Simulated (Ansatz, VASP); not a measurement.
**AlIn2N3: VASP beside Ansatz**

```xyz
6
Lattice="5.8868 0.0000 0.0000 -2.9434 5.0981 0.0000 0.0000 0.0000 3.0307" Properties=species:S:1:pos:R:3 pbc="T T T"
Al    0.0000    0.0000    0.0000
In    0.0000    3.3988    0.0000
In    2.9434    1.6994    0.0000
N     2.9434    0.0000    1.5154
N     1.4717    2.5491    1.5154
N    -1.4717    2.5491    1.5154
```

Change from the starting cell: species swapped into the CeAl3Pd2 type (P6/mmm, No. 191).

Alike in both runs: functional PBE; k mesh 3 × 3 × 6; occupations gaussian, width 0.1 eV; no spin polarisation.

Ansatz relaxed the structure, and its values are those at the end. VASP's run is a single point on that final structure, the one shown.

|  | VASP | Ansatz |
| --- | --- | --- |
| version | VASP 6.6.1 | Ansatz 0.2.0 |
| potentials or method | VASP PAW PBE potentials, release 64 (Al, In_d, N), cutoff 520 eV | scalar-relativistic, plane waves, PAW |
| valence electrons in the cell | 44 | 44 |

|  | VASP | Ansatz | Ansatz less VASP |
| --- | --- | --- | --- |
| gap on the k mesh at the Fermi level (eV) | none | none | - |
| pressure (GPa) | 0.3 | 0.2 | -0.11 |

A gap of «none» marks a metal or a gap that the smearing closes.

The k mesh is coarse, so the values compare programs but aren't converged.
